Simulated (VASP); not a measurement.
Here is a VASP 6.6.1 calculation.

File INCAR:

```
SYSTEM = PtS2
ALGO     = Normal         ! electronic algorithm
EDIFF    = 1E-6           ! SCF threshold, eV
ENCUT    = 500            ! plane-wave cutoff, eV
GGA      = PE             ! functional
GGA_COMPAT= .False.      
ISIF     = 2              ! what is computed and relaxed
ISMEAR   = -1             ! smearing method
IVDW     = 12             ! dispersion correction
LASPH    = .True.         ! aspherical terms in the spheres
LCHARG   = .False.        ! write CHGCAR
LREAL    = .False.        ! projectors in reciprocal space
LWAVE    = .False.        ! write WAVECAR
NBANDS   = 18             ! bands
NELM     = 120            ! most SCF steps
PREC     = Accurate       ! precision mode
SIGMA    = 0.02           ! smearing width, eV
```

KPOINTS

```
k-points
0
Gamma
  12 12 6
  0 0 0
```

POSCAR

```
PtS2
1.0
    3.5831026186      0.0000000000      0.0000000000
   -1.7915513093      3.1030578921      0.0000000000
    0.0000000000      0.0000000000      4.6606495818
Pt S
1 2
Direct
    0.0000000000      0.0000000000      0.0000000000
    0.3333333333      0.6666666667      0.2588494638
    0.6666666667      0.3333333333      0.7411505362
```

Potentials or basis: VASP PAW PBE potentials, release 64 (Pt, S).

Command:

```sh
$ cat potpaw_PBE.64/Pt/POTCAR potpaw_PBE.64/S/POTCAR > POTCAR
$ mpirun -np 1 vasp_std > vasp.out
```

(1) Predict the pressure.

(2) Predict the band gap on the k mesh.

(3) Predict the dispersion energy per atom.

Answers

(1) -0.5 GPa.

(2) 0.08 eV (least direct gap 0.94 eV).

(3) -0.452 eV.

Caveat: spin-orbit coupling is left out, which moves the levels of the heavy elements.
